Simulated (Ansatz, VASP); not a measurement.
## Two plane-wave programs on KBr

```
K Br
1.0
    -2.62679   -4.54973    0.00000
     2.62679    1.51658    4.30856
    -7.88036    4.54973    0.00000
K Br
2 2
Direct
  0.37353 0.74706 0.12451
  0.87353 0.74706 0.62451
  0.49961 0.99921 0.49987
  0.99961 0.99921 0.99987
```

Alike in both runs: task single point; functional PBE; k mesh 4 × 4 × 2; occupations gaussian, width 0.1 eV; no spin polarisation.

```csv
,VASP,Ansatz
version,VASP 6.6.1,Ansatz 0.2.0
potentials or method,"VASP PAW PBE potentials, release 64 (K_sv, Br), cutoff 520 eV","scalar-relativistic, plane waves, PAW"
valence electrons in the cell,32,32
```

|  | VASP | Ansatz | Ansatz less VASP |
| --- | --- | --- | --- |
| gap on the k mesh at the Fermi level (eV) | 4.23 | 4.23 | +0.001 |
| least direct gap on the mesh (eV) | 4.24 | 4.24 | +0.001 |
| pressure (GPa) | 0.0 | 0.0 | -0.02 |
